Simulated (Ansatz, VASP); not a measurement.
One calculation of MoN2, two programs

File INCAR:

```
  PREC = Accurate
  ENCUT = 520
  EDIFF = 1E-7
  ISMEAR = -1
  SIGMA = 0.05
  LREAL = F
  LASPH = T
  NELM = 150
  ALGO = Normal
  ISIF = 2
  LWAVE = F
  LCHARG = T
  LMAXMIX = 4
  LDAU = T
  LDAUTYPE = 2
  LDAUL = 2 -1
  LDAUU = 6 0
  LDAUJ = 0 0
  LDAUPRINT = 1
  GGA = PS
  LELF = T
  LVHAR = T
  NBANDS = 33
```

Contents of KPOINTS:

```
regular mesh
0
Gamma
  6 6 10
```

File POSCAR:

```
MoN2
1.0
    4.3480530000      0.0000000000      0.0000000000
    0.0000000000      4.3480530000      0.0000000000
    0.0000000000      0.0000000000      2.7674600000
Mo N
2 4
Direct
    0.0000000000      0.0000000000      0.0000000000
    0.5000000000      0.5000000000      0.0000000000
    0.6116470000      0.8883530000      0.5000000000
    0.3883530000      0.1116470000      0.5000000000
    0.1116470000      0.6116470000      0.5000000000
    0.8883530000      0.3883530000      0.5000000000
```

File input.yaml:

```yaml
crystal:
  lattice:
    - [4.348053, 0.0, 0.0]
    - [0.0, 4.348053, 0.0]
    - [0.0, 0.0, 2.76746]
  atoms:
    - { symbol: Mo, position: [0.0, 0.0, 0.0] }
    - { symbol: Mo, position: [0.5, 0.5, 0.0] }
    - { symbol: "N", position: [0.611647, 0.888353, 0.5] }
    - { symbol: "N", position: [0.388353, 0.111647, 0.5] }
    - { symbol: "N", position: [0.111647, 0.611647, 0.5] }
    - { symbol: "N", position: [0.888353, 0.388353, 0.5] }
hamiltonian:
  xc: pbesol
  pseudopotentials: { kind: paw }
  hubbard: { sites: [{ species: Mo, l: d, u_eff: 6.0 }] }
kpoints:
  mp_grid: { grid: [6, 6, 10] }
  band_path:
    path:
      - [[0.0, 0.0, 0.0], [0.0, 0.5, 0.0], [0.5, 0.5, 0.0], [0.0, 0.0, 0.0], [0.0, 0.0, 0.5], [0.0, 0.5, 0.5], [0.5, 0.5, 0.5], [0.0, 0.0, 0.5]]
      - [[0.0, 0.5, 0.0], [0.0, 0.5, 0.5]]
      - [[0.5, 0.5, 0.0], [0.5, 0.5, 0.5]]
    npoints: 14
scf:
  occupations: { method: fermi_dirac, width: 0.05 }
  n_extra_bands: 15
output:
  forces: true
  stress: true
  eigenvalues: true
  fatbands: false
```

Alike in both runs: functional PBEsol; k mesh 6 × 6 × 10; occupations fermi-dirac, width 0.05 eV; no spin polarisation; Hubbard terms Mo d U = 6.0 eV.

```csv
,VASP,Ansatz
version,VASP 6.6.1,Ansatz 0.2.0
potentials or method,"VASP PAW PBE potentials, release 64 (Mo_sv, N)",Ansatz PAW
plane-wave cutoff (eV),520,420
valence electrons in the cell,48,48
task,single point,band structure
```

VASP gave:

* gap on the k mesh at the Fermi level (eV): none
* pressure (GPa): -1.2
* traceless stress, the component that is largest in VASP (GPa): 3.82
* rms of the force components (eV/Å): 0.037

Problem. Estimate Ansatz's values.

Solution. gap on the k mesh at the Fermi level (eV): none; pressure (GPa): -6.8; traceless stress, the component that is largest in VASP (GPa): 0.39; rms of the force components (eV/Å): 0.258.

VASP's potentials were made for PBE, not for PBEsol. The programs project onto different local orbitals, so the same U acts differently, and such runs can settle in different states. Atom by atom the forces differ by 0.221 eV/Å (rms over components). A gap of «none» marks a metal or a gap that the smearing closes.
